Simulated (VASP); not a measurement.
Write the native input for VASP 6.6.1 that does the following.

* Task: single point
* Functional: PBE
* Potentials or basis: VASP PAW PBE potentials, release 64 (P)
* Cutoff: 520 eV
* k mesh: 6 × 6 × 10
* Occupations: gaussian, width 0.1 eV
* Spin: no spin polarisation
* Dipole correction: no
* Further INCAR settings: ALGO = Normal; EDIFF = 1e-06; NBANDS = 30

The structure of P lies in POSCAR:

```
P
1.0
    6.7422949279      0.0000000000      0.0000000000
   -3.3711474640      5.8389986874      0.0000000000
    0.0000000000      0.0000000000      3.8101054795
P
8
Direct
    0.8085705456      0.1914294544      0.5000000000
    0.8085705456      0.6171410913      0.5000000000
    0.3828589087      0.1914294544      0.5000000000
    0.1914294544      0.8085705456      0.5000000000
    0.1914294544      0.3828589087      0.5000000000
    0.6171410913      0.8085705456      0.5000000000
    0.3333333333      0.6666666667      0.0000000000
    0.6666666667      0.3333333333      0.0000000000
```

One way to write it, as run:

INCAR

```
ALGO = Normal
EDIFF = 1E-6
ENCUT = 520
GGA = PE
ISIF = 2
ISMEAR = 0
LASPH = T
LCHARG = F
LREAL = F
LWAVE = F
NBANDS = 30
NELM = 80
PREC = Accurate
SIGMA = 0.1
```

KPOINTS

```
k-points
0
Gamma
  6 6 10
```

Potentials or basis: VASP PAW PBE potentials, release 64 (P).

Command:

```console
$ cat potpaw_PBE.64/P/POTCAR > POTCAR
$ mpirun -np 1 vasp_std > vasp.out
```

It gave:

| Quantity | Value |
| --- | --- |
| Pressure | -0.2 GPa |
| Largest force | 0.025 eV/Å |
| Band gap on the k mesh | zero (band 20 reaches 7.26 eV, above the bottom of band 21 at 6.22 eV) |

Wall time 81 s on 1 thread of Intel(R) Xeon(R) 6975P-C (Granite Rapids), with other jobs on the host, peak memory 0.31 GiB.
